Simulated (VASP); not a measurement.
# RbVF3 (Pm-3m) in VASP: a series of runs

Runs on RbVF3. Level: LDA+U. Tasks: single point.

All numbers are computed with VASP 6.6.1; they aren't measurements. Logs are shortened: lines on timing, memory, paths and dates and some standing lists are left out, and cuts for length are marked.

### 1 The cell of the first run

It takes space group Pm-3m (No. 221, cubic). Conventional cell: a = 4.182 Å, b = 4.182 Å, c = 4.182 Å, α = 90.00°, β = 90.00°, γ = 90.00°. Within 3.9 Å of Rb (site symmetry m-3m) lie 12 F at 2.96 Å and 8 V at 3.62 Å. V (site symmetry m-3m) has 6 F at 2.09 Å within 2.8 Å. Within 2.8 Å of F (site symmetry 4/mmm) lie 2 V at 2.09 Å.

### 2 Single point, LDA+U, collinear spin, ferromagnetic start

INCAR

```
SYSTEM = RbVF3
ALGO = Normal
EDIFF = 1E-7
ENCUT = 520
GGA = CA
ISIF = 2
ISMEAR = 0
ISPIN = 2
LASPH = .True.
LCHARG = .False.
LDAU = .True.
LDAUJ = 0 0 0
LDAUL = -1 2 -1
LDAUPRINT = 1
LDAUTYPE = 2
LDAUU = 0 4 0
LMAXMIX = 4
LORBIT = 11
LREAL = .False.
LWAVE = .False.
MAGMOM = 0 2.48 0.02 0.02 0.02
NBANDS = 34
NELM = 150
PREC = Accurate
SIGMA = 0.05
```

KPOINTS

```
k-points
0
Gamma
  5 5 5
  0 0 0
```

POSCAR

```
RbVF3
1.0
    4.1819996800      0.0000000000      0.0000000000
    0.0000000000      4.1819996800      0.0000000000
    0.0000000000      0.0000000000      4.1819996800
Rb V F
1 1 3
Direct
    0.0000000000      0.0000000000      0.0000000000
    0.5000000000      0.5000000000      0.5000000000
    0.5000000000      0.5000000000      0.0000000000
    0.0000000000      0.5000000000      0.5000000000
    0.5000000000      0.0000000000      0.5000000000
```

Potentials or basis: VASP PAW LDA potentials, release 64 (Rb_sv, V_sv, F).

Run with:

```
cat potpaw_LDA.64/Rb_sv/POTCAR potpaw_LDA.64/V_sv/POTCAR potpaw_LDA.64/F/POTCAR > POTCAR
mpirun -np 1 vasp_std > vasp.out
```

OUTCAR:

```text
SYSTEM = RbVF3
   EDIFF = 1E-7
   ENCUT = 520
   GGA = CA
   ISIF = 2
   ISMEAR = 0
   ISPIN = 2
   LASPH = .True.
   LORBIT = 11
   LREAL = .False.
   NELM = 150
   PREC = Accurate

 ion  position               nearest neighbor table
   1  0.000  0.000  0.000-   3 2.96   4 2.96   5 2.96   4 2.96   5 2.96   3 2.96   4 2.96   4 2.96
                             3 2.96   5 2.96   5 2.96   3 2.96   2 3.62   2 3.62   2 3.62   2 3.62
   2  0.500  0.500  0.500-   3 2.09   4 2.09   5 2.09   3 2.09   5 2.09   4 2.09   1 3.62   1 3.62
                             1 3.62   1 3.62   1 3.62   1 3.62   1 3.62   1 3.62
   3  0.500  0.500  0.000-   2 2.09   2 2.09   1 2.96   1 2.96   1 2.96   1 2.96
   4  0.000  0.500  0.500-   2 2.09   2 2.09   1 2.96   1 2.96   1 2.96   1 2.96
   5  0.500  0.000  0.500-   2 2.09   2 2.09   1 2.96   1 2.96   1 2.96   1 2.96

  LATTYP: Found a simple cubic cell.
 ALAT       =     4.1819996800

  Lattice vectors:

 A1 = (   4.1819996800,   0.0000000000,   0.0000000000)
 A2 = (   0.0000000000,   4.1819996800,   0.0000000000)
 A3 = (   0.0000000000,   0.0000000000,   4.1819996800)

Analysis of symmetry for initial positions (statically):
=====================================================================
 Subroutine PRICEL returns:
 Original cell was already a primitive cell.

 Routine SETGRP: Setting up the symmetry group for a
 simple cubic supercell.

 Subroutine GETGRP returns: Found 48 space group operations
 (whereof 48 operations were pure point group operations)
 out of a pool of 48 trial point group operations.

The static configuration has the point symmetry O_h .

Analysis of symmetry for dynamics (positions and initial velocities):
=====================================================================
 Subroutine PRICEL returns:
 Original cell was already a primitive cell.

 Routine SETGRP: Setting up the symmetry group for a
 simple cubic supercell.

 Subroutine GETGRP returns: Found 48 space group operations
 (whereof 48 operations were pure point group operations)
 out of a pool of 48 trial point group operations.

The dynamic configuration has the point symmetry O_h .

Analysis of structural, dynamic, and magnetic symmetry:
=====================================================================
 Subroutine PRICEL returns:
 Original cell was already a primitive cell.

 Routine SETGRP: Setting up the symmetry group for a
 simple cubic supercell.

 Subroutine GETGRP returns: Found 48 space group operations
 (whereof 48 operations were pure point group operations)
 out of a pool of 48 trial point group operations.

The overall configuration has the point symmetry O_h .

 Subroutine INISYM returns: Found 48 space group operations
 (whereof 48 operations are pure point group operations),
 and found     1 'primitive' translations

----------------------------------------------------------------------------------------

                                     Primitive cell

  volume of cell :      73.1395

  direct lattice vectors                    reciprocal lattice vectors
     4.181999680  0.000000000  0.000000000     0.239120057  0.000000000  0.000000000
     0.000000000  4.181999680  0.000000000     0.000000000  0.239120057  0.000000000
     0.000000000  0.000000000  4.181999680     0.000000000  0.000000000  0.239120057

  length of vectors
     4.181999680  4.181999680  4.181999680     0.239120057  0.239120057  0.239120057

  position of ions in fractional coordinates (direct lattice)
     0.000000000  0.000000000  0.000000000
     0.500000000  0.500000000  0.500000000
     0.500000000  0.500000000  0.000000000
     0.000000000  0.500000000  0.500000000
     0.500000000  0.000000000  0.500000000

  ion indices of the primitive-cell ions
   primitive index   ion index
                 1           1
                 2           2
                 3           3
                 4           4
                 5           5

----------------------------------------------------------------------------------------

 KPOINTS: k-points

Automatic generation of k-mesh.
 Grid dimensions read from file:
 generate k-points for:    5    5    5

 Generating k-lattice:

  Cartesian coordinates                     Fractional coordinates (reciprocal lattice)
     0.047824011  0.000000000  0.000000000     0.200000000  0.000000000  0.000000000
     0.000000000  0.047824011  0.000000000     0.000000000  0.200000000  0.000000000
     0.000000000  0.000000000  0.047824011     0.000000000  0.000000000  0.200000000

  Length of vectors
     0.047824011  0.047824011  0.047824011

  Shift w.r.t. Gamma in fractional coordinates (k-lattice)
[... 34 lines left out ...]
   LASPH  =      T    aspherical Exc in radial PAW
   ENCUT  =  520.0 eV  38.22 Ry    6.18 a.u.   7.78  7.78  7.78*2*pi/ulx,y,z
   NELM   =    150;   NELMIN=  2; NELMDL= -5     # of ELM steps
   EDIFF  = 0.1E-06   stopping-criterion for ELM
   LREAL  =      F    real-space projection
   EDIFFG = 0.1E-05   stopping-criterion for IOM
   NSW    =      0    number of steps for IOM
   IBRION =     -1    ionic relax: 0-MD 1-quasi-New 2-CG
   NFREE  =      0    steps in history (QN), initial steepest desc. (CG)
   ISIF   =      2    stress and relaxation
   ISYM   =      2    0-nonsym 1-usesym 2-fastsym
   POTIM  = 0.5000    time-step for ionic-motion
   TEBEG  =    0.0;   TEEND  =   0.0 temperature during run
   PSTRESS=    0.0 pullay stress
   NELECT =      43.0000    total number of electrons
   NUPDOWN=      -1.0000    fix difference up-down
   EMIN   =  10.00;   EMAX   =-10.00  energy-range for DOS
   EFERMI =   0.00;   METHOD = LEGACY
   ISMEAR =     0;   SIGMA  =   0.05  broadening in eV -4-tet -1-fermi 0-gaus
   EFERMI_NEDOS =   21; number of points for ismear=-14 and -15
   IALGO  =     38    algorithm
   IMIX   =      4    mixing-type and parameters
     AMIX     =   0.40;   BMIX     =  1.00
     AMIX_MAG =   1.60;   BMIX_MAG =  1.00
  volume/ion in A,a.u.               =      14.63        98.71
  Fermi-wavevector in a.u.,A,eV,Ry     =   1.371451  2.591667 25.590900  1.880878
  Thomas-Fermi vector in A             =   2.497147
   LORBIT       =     11    0 simple, 1 ext, 2 COOP (PROOUT), +10 PAW based schemes
 LDA+U is selected, type is set to LDAUTYPE =  2
   angular momentum for each species LDAUL =    -1    2   -1
   U (eV)           for each species LDAUU =   0.0  4.0  0.0
   J (eV)           for each species LDAUJ =   0.0  0.0  0.0
   GGA     = CA    functional components
   LHFCALC =     F    Hartree Fock is set to
   AEXX    =    0.0000 exact exchange contribution
   IVDW    =     0    specifies the selected vdW correction
   LEPSILON=     F    determine dielectric tensor
   LRPA    =     F    only Hartree local field effects (RPA)
 spin polarized calculation
 Gauss-broadening in eV      SIGMA  =   0.05
  energy-cutoff  :      520.00
  volume of cell :       73.14
 maximum number of plane-waves:      1975
 NGX is ok and might be reduce to    32
   NGX = 15   NGY = 15   NGZ = 15

atom =   2  type =  2  l = 2

 onsite density matrix

spin component  1

  0.9122 -0.0000 -0.0000 -0.0000 -0.0000
 -0.0000  0.9122 -0.0000  0.0000  0.0000
 -0.0000 -0.0000  0.0903  0.0000 -0.0000
 -0.0000  0.0000  0.0000  0.9122 -0.0000
 -0.0000  0.0000 -0.0000 -0.0000  0.0903

spin component  2

  0.0185  0.0000  0.0000 -0.0000 -0.0000
  0.0000  0.0185  0.0000 -0.0000 -0.0000
  0.0000  0.0000  0.0757  0.0000 -0.0000
 -0.0000 -0.0000  0.0000  0.0185  0.0000
 -0.0000 -0.0000 -0.0000  0.0000  0.0757

 occupancies and eigenvectors

  o =  0.0185  v =  0.0000  0.0000  0.0000  0.0000  0.0000  1.0000  0.0000  0.0000  0.0000  0.0000      0.0000  0.0000  0.0000  0.0000  0.0000  0.0000  0.0000  0.0000  0.0000  0.0000
  o =  0.0185  v =  0.0000  0.0000  0.0000  0.0000  0.0000  0.0000  0.0602  0.0000  0.9982  0.0000      0.0000  0.0000  0.0000  0.0000  0.0000  0.0000  0.0000  0.0000  0.0000  0.0000
  o =  0.0185  v =  0.0000  0.0000  0.0000  0.0000  0.0000  0.0000  0.9982 -0.0000 -0.0602  0.0000      0.0000  0.0000  0.0000  0.0000  0.0000  0.0000  0.0000  0.0000  0.0000  0.0000
  o =  0.0757  v =  0.0000  0.0000  0.0000  0.0000  0.0000  0.0000  0.0000  0.0023 -0.0000  1.0000      0.0000  0.0000  0.0000  0.0000  0.0000  0.0000  0.0000  0.0000  0.0000  0.0000
  o =  0.0757  v =  0.0000  0.0000  0.0000  0.0000  0.0000  0.0000 -0.0000  1.0000  0.0000 -0.0023      0.0000  0.0000  0.0000  0.0000  0.0000  0.0000  0.0000  0.0000  0.0000  0.0000
  o =  0.0903  v =  0.0000 -0.0000 -0.0018  0.0000 -1.0000  0.0000  0.0000  0.0000  0.0000  0.0000      0.0000  0.0000  0.0000  0.0000  0.0000  0.0000  0.0000  0.0000  0.0000  0.0000
  o =  0.0903  v =  0.0000 -0.0000 -1.0000 -0.0000  0.0018  0.0000  0.0000  0.0000  0.0000  0.0000      0.0000  0.0000  0.0000  0.0000  0.0000  0.0000  0.0000  0.0000  0.0000  0.0000
  o =  0.9122  v =  0.0000 -0.5828  0.0000  0.8126  0.0000  0.0000  0.0000  0.0000  0.0000  0.0000      0.0000  0.0000  0.0000  0.0000  0.0000  0.0000  0.0000  0.0000  0.0000  0.0000
  o =  0.9122  v =  1.0000  0.0000  0.0000  0.0000  0.0000  0.0000  0.0000  0.0000  0.0000  0.0000      0.0000  0.0000  0.0000  0.0000  0.0000  0.0000  0.0000  0.0000  0.0000  0.0000
  o =  0.9122  v =  0.0000 -0.8126  0.0000 -0.5828  0.0000  0.0000  0.0000  0.0000  0.0000  0.0000      0.0000  0.0000  0.0000  0.0000  0.0000  0.0000  0.0000  0.0000  0.0000  0.0000

 number of electron      42.9999987 magnetization       3.0000031

 Free energy of the ion-electron system (eV)
  ---------------------------------------------------
  ext. energy  EPLUGINS =         0.00000000
  ---------------------------------------------------
  free energy    TOTEN  =       -29.48579914 eV

  energy without entropy =      -29.48579914  energy(sigma->0) =      -29.48579914

 E-fermi :   3.4268     XC(G=0): -10.4905

 val. band max:        2.9843334787   @ k =   0.4000   0.4000   0.4000
 cond. band min:       5.2646674323   @ k =   0.0000   0.0000   0.0000
 fundamental gap:      2.2803339536
 Fermi energy:         3.4267954162

 spin component 1

 k-point     1 :       0.0000    0.0000    0.0000
  band No.  band energies     occupation
      1     -60.2545      1.00000
      2     -34.5836      1.00000
      3     -34.5836      1.00000
      4     -34.5836      1.00000
      5     -23.4629      1.00000
      6     -20.8183      1.00000
[... 349 lines left out ...]
     32      12.8316      0.00000
     33      13.7548      0.00000
 Fermi energy:         3.4267954162

 spin component 2

 k-point     1 :       0.0000    0.0000    0.0000
  band No.  band energies     occupation
      1     -57.7505      1.00000
      2     -32.1476      1.00000
      3     -32.1476      1.00000
      4     -32.1476      1.00000
      5     -23.4582      1.00000
      6     -20.7530      1.00000
[... 349 lines left out ...]
     32      13.4888      0.00000
     33      13.9732      0.00000
 [bands above 33 left out]

------------------------ aborting loop because EDIFF is reached ----------------------------------------

  FORCE on cell =-STRESS in cart. coord.  units (eV):
  Direction    XX          YY          ZZ          XY          YZ          ZX
  --------------------------------------------------------------------------------------
  -------------------------------------------------------------------------------------
  Total       -1.4645512     -1.4645512     -1.4645512     -0.0000000      0.0000000     -0.0000000
  in kB      -32.0821269    -32.0821269    -32.0821269     -0.0000000      0.0000000     -0.0000000
  external PRESSURE =     -32.0821269 kB  Pullay stress =       0.0000000 kB

 VOLUME and BASIS-vectors are now :
 -----------------------------------------------------------------------------
  energy-cutoff  :      520.00
  volume of cell :       73.14
      direct lattice vectors                 reciprocal lattice vectors
     4.181999680  0.000000000  0.000000000     0.239120057  0.000000000  0.000000000
     0.000000000  4.181999680  0.000000000     0.000000000  0.239120057  0.000000000
     0.000000000  0.000000000  4.181999680     0.000000000  0.000000000  0.239120057

 POSITION                                       TOTAL-FORCE (eV/Angst)
 -----------------------------------------------------------------------------------
      0.00000      0.00000      0.00000         0.000000      0.000000      0.000000
      2.09100      2.09100      2.09100         0.000000      0.000000      0.000000
      2.09100      2.09100      0.00000         0.000000      0.000000      0.000000
      0.00000      2.09100      2.09100         0.000000      0.000000      0.000000
      2.09100      0.00000      2.09100         0.000000      0.000000      0.000000
 -----------------------------------------------------------------------------------
    total drift:                                0.000000     -0.000000     -0.000000

  FREE ENERGIE OF THE ION-ELECTRON SYSTEM (eV)
  ---------------------------------------------------
  free  energy   TOTEN  =       -29.4857991419 eV

  energy  without entropy=      -29.4857991419  energy(sigma->0) =      -29.48579914

 total charge

# of ion       s       p       d       tot
------------------------------------------
    1        1.937   5.342   0.026   7.305
    2        2.136   6.114   3.101  11.351
    3        1.720   4.360   0.000   6.080
    4        1.720   4.360   0.000   6.080
    5        1.720   4.360   0.000   6.080
--------------------------------------------------
tot          9.234  24.536   3.128  36.898

 magnetization (x)

# of ion       s       p       d       tot
------------------------------------------
    1       -0.000  -0.000   0.001   0.001
    2        0.009   0.009   2.699   2.718
    3       -0.001   0.016   0.000   0.015
    4       -0.001   0.016   0.000   0.015
    5       -0.001   0.016   0.000   0.015
--------------------------------------------------
tot          0.005   0.057   2.701   2.763
```

It took 92 s on 1 thread of Oxide Virtual Turin-like, shared host; peak memory 0.15 GiB.

Results:

* Free energy: -29.4858 eV
* Pressure: -3.2 GPa
* Band gap on the k mesh: 2.28 eV, indirect (least direct gap 3.38 eV)
* Net moment: 3.00 μB per cell
* Site moments: Rb +0.00; V +2.72; F +0.01 μB
* Valence electrons inside the program's atomic spheres: Rb 7.30; V 11.35; F 6.08

Levels at points of the mesh, in eV from the valence-band top:
Spin up:
```tsv
k point	band 21	band 22	band 23	band 24	band 25	band 26
(0.00, 0.00, 0.00)	-1.10	-1.10	-1.10	2.28	3.21	3.21
```
Spin down:
| k point | band 18 | band 19 | band 20 | band 21 | band 22 | band 23 |
| --- | --- | --- | --- | --- | --- | --- |
| (0.00, 0.00, 0.00) | -4.72 | -4.72 | -4.72 | 2.58 | 4.07 | 4.07 |

Eigenvalues of the final occupation matrices:
| site | spin | trace | eigenvalues |
| --- | --- | --- | --- |
| site 2 d | 1 | 2.92 | 0.09 0.09 0.91 0.91 0.91 |
| site 2 d | 2 | 0.21 | 0.02 0.02 0.02 0.08 0.08 |

A k mesh can miss the band edges. The state reached can hang on the start; a lower one may exist.

(Part 1 of 2 ends here.)
